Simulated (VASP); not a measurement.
## In3Sb: single point with LDA

In3Sb:

```xyz
4
Lattice="4.0590 0.0000 0.0000 0.0000 4.0590 0.0000 0.0000 0.0000 4.0590" Properties=species:S:1:pos:R:3 pbc="T T T"
Sb    0.0000    0.0000    0.0000
In    0.0000    2.0295    2.0295
In    2.0295    0.0000    2.0295
In    2.0295    2.0295    0.0000
```

* Program: VASP 6.6.1
* Task: single point
* Functional: LDA
* Potentials or basis: VASP PAW LDA potentials, release 64 (Sb, In_d)
* Cutoff: 520 eV
* k mesh: 4 × 4 × 4
* Occupations: gaussian, width 0.02 eV
* Spin: no spin polarisation

- Pressure: 60.7 GPa
- Band gap on the k mesh: zero (band 22 reaches 15.94 eV, above the bottom of band 23 at 9.31 eV)

Levels at points of the mesh, in eV from the Fermi level:
```tsv
k point	band 20	band 21	band 22	band 23	band 24	band 25
(0.00, 0.00, 0.00)	-4.82	-2.11	-2.11	2.61	2.61	2.61
(0.50, 0.00, 0.00)	-3.01	-1.55	-1.55	-0.70	-0.25	-0.01
(0.50, 0.50, 0.00)	-1.07	-0.27	1.07	1.07	1.18	1.18
(0.50, 0.50, 0.50)	-6.25	-5.38	-5.38	-5.38	8.25	8.25
```

Wall time 9.5 s on 1 thread of Intel(R) Xeon(R) Platinum 8481C CPU @ 2.70GHz (Sapphire Rapids), on a shared host, peak memory 0.16 GiB.

Caveat: the k points lie up to 0.39 Å⁻¹ apart; spin-orbit coupling is left out, which moves the levels of the heavy elements.
